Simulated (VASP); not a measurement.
Input of a VASP 6.6.1 run:

Contents of INCAR:

```
SYSTEM = ZnSe
PREC     = Accurate       ! precision mode
ENCUT    = 520            ! plane-wave cutoff, eV
EDIFF    = 1E-6           ! SCF threshold, eV
ISMEAR   = 0              ! smearing method
SIGMA    = 0.05           ! smearing width, eV
LREAL    = .FALSE.        ! projectors in reciprocal space
LASPH    = .TRUE.         ! aspherical terms in the spheres
NELM     = 80             ! most SCF steps
ALGO     = Normal         ! electronic algorithm
ISIF     = 2              ! what is computed and relaxed
LWAVE    = .FALSE.        ! write WAVECAR
LCHARG   = .FALSE.        ! write CHGCAR
GGA      = CA             ! functional
NBANDS   = 16             ! bands
```

The input KPOINTS:

```
Automatic mesh
0
G
  10 10 10
  0 0 0
```

File POSCAR:

```
ZnSe
1.0
    0.0000000000      3.1809930826      2.2489621094
    3.1809930826      0.0000000000      2.2489621094
    3.1809930826      3.1809930826      0.0000000000
Zn Se
1 1
Direct
    0.0000000000      0.0000000000      0.0000000000
    0.7500000000      0.7500000000      0.7500000000
```

Potentials or basis: VASP PAW LDA potentials, release 64 (Zn, Se).

Command:

```console
$ cat potpaw_LDA.64/Zn/POTCAR potpaw_LDA.64/Se/POTCAR > POTCAR
$ mpirun -np 1 vasp_std > vasp.out
```

Q: What does it give for the band gap on the k mesh?

A: 0.24 eV.

Q: Estimate the pressure.

A: -5.5 GPa.

Stress tensor (GPa, compression positive):
```
-8.23  0.00  0.00
 0.00 -8.23  0.00
 0.00  0.00 -0.03
```

Caveat: the stress differs along the axes, from -8 to -0 GPa; semilocal functionals underestimate gaps, and a narrow one can read as zero.
